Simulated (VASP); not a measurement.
Runs of VASP 6.6.1 on Pt. The structure is that of space group Fm-3m (No. 225), or close to it. The cells are those of the table. 

```tsv
task	cell	cutoff (eV)	gap on the mesh (eV)	pressure (GPa)
relaxation of cell and atoms	relaxed from a = 2.807 Å, angles 60.0°, 1 atom	600	none	0.0
single point	a = 2.807 Å, angles 60.0°, 1 atom	520	none	(a)
single point	a = 2.821 Å, angles 60.0°, 1 atom	520	none	-4.0
single point	a = 2.793 Å, angles 60.0°, 1 atom	520	none	3.4
```

Alike in all rows: level PBE; potentials or basis VASP PAW PBE potentials, release 64 (Pt); no spin polarisation; k mesh 18 × 18 × 18; smearing methfessel-paxton 0.05 eV.

Problem. Estimate the missing entries.

Solution. (a) -0.5.

Caveats: spin-orbit coupling is left out, which moves the levels of the heavy elements.

A k mesh can miss the band edges, and the runs leave out spin-orbit coupling on Pt.

A gap of «none» marks levels without a gap at the run's occupations.
